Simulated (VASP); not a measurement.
A run of VASP 6.6.1 is set up as follows.

INCAR

```
SYSTEM = ZnSe
PREC = Accurate
ENCUT = 520
EDIFF = 1E-6
ISMEAR = 0
SIGMA = 0.05
LREAL = .False.
LASPH = .True.
NELM = 80
ALGO = Normal
ISIF = 2
LWAVE = .False.
LCHARG = .False.
GGA = PE
IVDW = 12
NBANDS = 16
```

The input KPOINTS:

```
Automatic mesh
0
Gamma
  8 8 8
  0 0 0
```

The input POSCAR:

```
ZnSe
1.0
    0.0000000000      2.8646944376      2.8646944376
    2.8646944376      0.0000000000      2.8646944376
    2.8646944376      2.8646944376      0.0000000000
Zn Se
1 1
Direct
    0.0000000000      0.0000000000      0.0000000000
    0.7500000000      0.7500000000      0.7500000000
```

Potentials or basis: VASP PAW PBE potentials, release 64 (Zn, Se).

Launch:

```bash
$ cat potpaw_PBE.64/Zn/POTCAR potpaw_PBE.64/Se/POTCAR > POTCAR
$ mpirun -np 1 vasp_std > vasp.out
```

**Question.** What does it give for the dispersion energy per atom?

**Answer.** -0.311 eV.

**Question.** Estimate the band gap on the k mesh.

**Answer.** 1.16 eV, direct.
